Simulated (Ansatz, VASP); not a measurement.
Given: the input of a run of VASP 6.6.1 on Pd.

Contents of INCAR:

```
SYSTEM = Pd
PREC = Accurate
ENCUT = 520
EDIFF = 1E-7
ISMEAR = -1
SIGMA = 0.02
LREAL = .False.
LASPH = .True.
NELM = 80
ALGO = Fast
ISIF = 2
LWAVE = .False.
LCHARG = .False.
GGA = PE
NBANDS = 11
```

KPOINTS

```
regular mesh
0
Gamma
  7 7 7
  0 0 0
```

File POSCAR:

```
Pd
1.0
    0.0000000000      1.9465000000      1.9465000000
    1.9465000000      0.0000000000      1.9465000000
    1.9465000000      1.9465000000      0.0000000000
Pd
1
Direct
    0.0000000000      0.0000000000      0.0000000000
```

Potentials or basis: VASP PAW PBE potentials, release 64 (Pd).

Command:

```bash
$ cat potpaw_PBE.64/Pd/POTCAR > POTCAR
$ mpirun -np 1 vasp_std > vasp.out
```

Q: Translate it to Ansatz 0.2.0. Potentials there: all-electron LAPW, scalar-relativistic.

A: As run (the cutoff follows the program's own potentials):

input.yaml

```yaml
crystal:
  lattice:
    - [0.0, 1.9465, 1.9465]
    - [1.9465, 0.0, 1.9465]
    - [1.9465, 1.9465, 0.0]
  atoms:
    - { symbol: Pd, position: [0.0, 0.0, 0.0] }
kpoints:
  mp_grid: { grid: [7, 7, 7] }
scf:
  occupations: { method: fermi_dirac, width: 0.02 }
hamiltonian:
  xc: pbe
  pseudopotentials: { kind: all_electron, lapw: { basis_error: 0.002 } }
output:
  forces: true
  stress: true
  eigenvalues: true
```

Potentials or basis: all-electron LAPW, scalar-relativistic.

Command:

```sh
$ ansatz run input.yaml --threads 1 --pin off --max-ram 2560MiB --backend cpu --events-out ev --progress --plain --runs-dir out
```

Both were run:

|  | VASP | Ansatz | Ansatz less VASP |
| --- | --- | --- | --- |
| gap on the k mesh at the Fermi level (eV) | none | none | - |
| pressure (GPa) | 7.5 | 7.7 | +0.24 |

A gap of «none» marks a metal or a gap that the smearing closes. Ansatz ran all-electron here, and VASP with PAW potentials.

The k mesh is coarse, so the values compare programs but aren't converged.
